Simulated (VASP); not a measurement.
Input of a VASP 6.6.1 run:

INCAR

```
PREC = Accurate
ENCUT = 520
EDIFF = 1E-6
ISMEAR = 0
SIGMA = 0.1
LREAL = F
LASPH = T
NELM = 100
ALGO = Normal
ISIF = 2
LWAVE = F
LCHARG = F
GGA = PE
NBANDS = 34
```

The input KPOINTS:

```
regular mesh
0
Gamma
  6 6 6
```

The input POSCAR:

```
SnGe2P2
1.0
   -2.3994016638      2.3994016638      4.3346678399
    2.3994016638     -2.3994016638      4.3346678399
    2.3994016638      2.3994016638     -4.3346678399
Sn Ge P
1 2 2
Direct
    0.0000000000      0.0000000000      0.0000000000
    0.3502224345      0.3502224345      0.0000000000
    0.6497775655      0.6497775655      0.0000000000
    0.7500000000      0.2500000000      0.5000000000
    0.2500000000      0.7500000000      0.5000000000
```

Potentials or basis: VASP PAW PBE potentials, release 64 (Sn_d, Ge_d, P).

Run with:

```sh
$ cat potpaw_PBE.64/Sn_d/POTCAR potpaw_PBE.64/Ge_d/POTCAR potpaw_PBE.64/P/POTCAR > POTCAR
$ mpirun -np 1 vasp_std > vasp.out
```

Problem. Predict the largest force.

Solution. 0.005 eV/Å.

Problem. Predict the band gap on the k mesh.

Solution. Zero (band 26 reaches 8.23 eV, above the bottom of band 27 at 6.26 eV).

Problem. Estimate the pressure.

Solution. 0.1 GPa.

Forces on the atoms (eV/Å):
```
Sn   0.000  0.000  0.000
Ge   0.000  0.000  0.005
Ge   0.000  0.000 -0.005
P    0.000  0.000  0.000
P    0.000  0.000  0.000
```

Caveat: spin-orbit coupling is left out, which moves the levels of the heavy elements.
